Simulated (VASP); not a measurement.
Runs of VASP 6.6.1 on Si2W. The structure is that of space group I4/mmm (No. 139), or close to it. The cells are those of the table. 

```tsv
cell	gap on the mesh (eV)	pressure (GPa)	largest force (eV/Å)
a = 4.441 Å, angles 136.5, 136.5, 63.3°, 3 atoms	none	-6.0	0.08
a = 4.284 Å, angles 134.4, 134.4, 66.4°, 3 atoms	none	(b)	0.17
a = 4.873 Å, angles 144.2, 144.2, 51.6°, 3 atoms	none	4.0	0.24
a = 4.383 Å, angles 136.5, 136.5, 63.3°, 3 atoms	none	(a)	0.01
a = 4.431 Å, angles 138.5, 138.5, 60.2°, 3 atoms	none	11.7	0.13
```

Alike in all rows: task single point; level LDA; potentials or basis VASP PAW LDA potentials, release 64 (Si, W_sv); no spin polarisation; k mesh 20 × 20 × 20; cutoff (eV) 520; smearing gaussian 0.15 eV.

**Question.** Estimate the missing entries.

**Answer.** (a) 3.1; (b) 7.8.

Caveats: spin-orbit coupling is left out, which moves the levels of the heavy elements; the stress differs along the axes, from -14 to 11 GPa (at least some runs); the stress differs along the axes, from -13 to 50 GPa (at least some runs); the stress differs along the axes, from -31 to 21 GPa (at least some runs); the stress differs along the axes, from -7 to 23 GPa (at least some runs); the cell stands under pressure (at least some runs).

A k mesh can miss the band edges, and the runs leave out spin-orbit coupling on W.

A gap of «none» marks levels without a gap at the run's occupations.
